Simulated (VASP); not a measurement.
Runs of VASP 6.6.1 on Cu. The structure is that of space group Fm-3m (No. 225), or close to it. The cells are those of the table. 

```tsv
cell	gap on the mesh (eV)	pressure (GPa)
a = 2.494 Å, angles 60.0°, 1 atom	none	6.1
a = 2.468 Å, angles 60.0°, 1 atom	none	12.7
a = 2.545 Å, angles 60.0°, 1 atom	none	(a)
a = 2.593 Å, angles 60.0°, 1 atom	none	-10.9
a = 2.569 Å, angles 60.0°, 1 atom	none	(b)
a = 2.442 Å, angles 60.0°, 1 atom	none	20.5
```

Alike in all rows: task single point; level PBE+D3(BJ); potentials or basis VASP PAW PBE potentials, release 64 (Cu); no spin polarisation; k mesh 20 × 20 × 20; cutoff (eV) 600; smearing gaussian 0.1 eV.

Problem. Fill in the values left out.

Solution. (a) -4.0; (b) -7.7.

Caveats: pairwise dispersion overbinds metals, which lowers pressure and volume.

A gap of «none» marks levels without a gap at the run's occupations.
